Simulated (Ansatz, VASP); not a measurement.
**One calculation of Rb2BrCl, two programs**

The input INCAR:

```
PREC = Accurate
ENCUT = 520
EDIFF = 1E-6
ISMEAR = 0
SIGMA = 0.01
LREAL = False
LASPH = True
NELM = 100
ALGO = Normal
ISIF = 2
LWAVE = False
LCHARG = False
GGA = PE
NBANDS = 24
```

The input KPOINTS:

```
regular mesh
0
Gamma
  6 6 6
```

File POSCAR:

```
Rb2BrCl
1.0
    2.4466585661      1.4125789817      8.0084738963
   -2.4466585661      1.4125789817      8.0084738963
    0.0000000000     -2.8251579635      8.0084738963
Cl Br Rb
1 1 2
Direct
    1.0000000000      0.0000000000      0.0000000000
    0.5000000000      0.5000000000      0.5000000000
    0.2537624444      0.2537624444      0.2537624444
    0.7462375556      0.7462375556      0.7462375556
```

Input for Ansatz:

```yaml
crystal:
  lattice:
    - [2.4466585661, 1.4125789817, 8.0084738963]
    - [-2.4466585661, 1.4125789817, 8.0084738963]
    - [0.0, -2.8251579635, 8.0084738963]
  atoms:
    - { symbol: Cl, position: [1.0, 0.0, 0.0] }
    - { symbol: Br, position: [0.5, 0.5, 0.5] }
    - { symbol: Rb, position: [0.2537624444, 0.2537624444, 0.2537624444] }
    - { symbol: Rb, position: [0.7462375556, 0.7462375556, 0.7462375556] }
kpoints:
  mp_grid: { grid: [6, 6, 6] }
hamiltonian:
  xc: pbe
scf:
  occupations: { method: fixed }
  n_extra_bands: 5
output:
  forces: true
  stress: true
  eigenvalues: true
```

Alike in both runs: task single point; functional PBE; k mesh 6 × 6 × 6; no spin polarisation.

```csv
,VASP,Ansatz
version,VASP 6.6.1,Ansatz 0.2.0
potentials or method,"VASP PAW PBE potentials, release 64 (Cl, Br, Rb_sv)","plane waves, PAW"
plane-wave cutoff (eV),520,420
occupations,"gaussian, width 0.01 eV",fixed
valence electrons in the cell,32,32
```

|  | VASP | Ansatz | Ansatz less VASP |
| --- | --- | --- | --- |
| gap on the k mesh at the Fermi level (eV) | 4.26 | 4.26 | +0.001 |
| pressure (GPa) | -0.3 | -0.4 | -0.01 |
